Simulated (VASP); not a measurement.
Crystal: GaN.

```xyz
2
Lattice="0.0000 2.1209 2.1209 2.1209 0.0000 2.1209 2.1209 2.1209 0.0000" Properties=species:S:1:pos:R:3 pbc="T T T"
Ga    0.0000    0.0000    0.0000
N     2.1209    2.1209    2.1209
```

This cell differs from its parent crystal: volume scaled by 0.98.

Base run:

* Program: VASP 6.6.1
* Functional: PBEsol
* Potentials or basis: VASP PAW PBE potentials, release 64 (Ga_d, N)
* Cutoff: 520 eV
* k mesh: 11 × 11 × 11
* Occupations: fermi-dirac, width 0.05 eV
* Spin: no spin polarisation

Its results: band gap on the k mesh 0.59 eV, indirect (least direct gap 2.62 eV); pressure -3.0 GPa.

Question: The run is repeated on the same cell with these changes: functional from PBEsol to PBE. What comes out?

Answer: Band gap on the k mesh 0.67 eV, indirect (least direct gap 2.61 eV); pressure 4.9 GPa.

PBE binds less tightly than PBEsol, so the same cell stands under more pressure.

Caveats: the PAW data sets were made with another functional, which shifts forces and pressure a little (some runs).

A k mesh can miss the band edges.
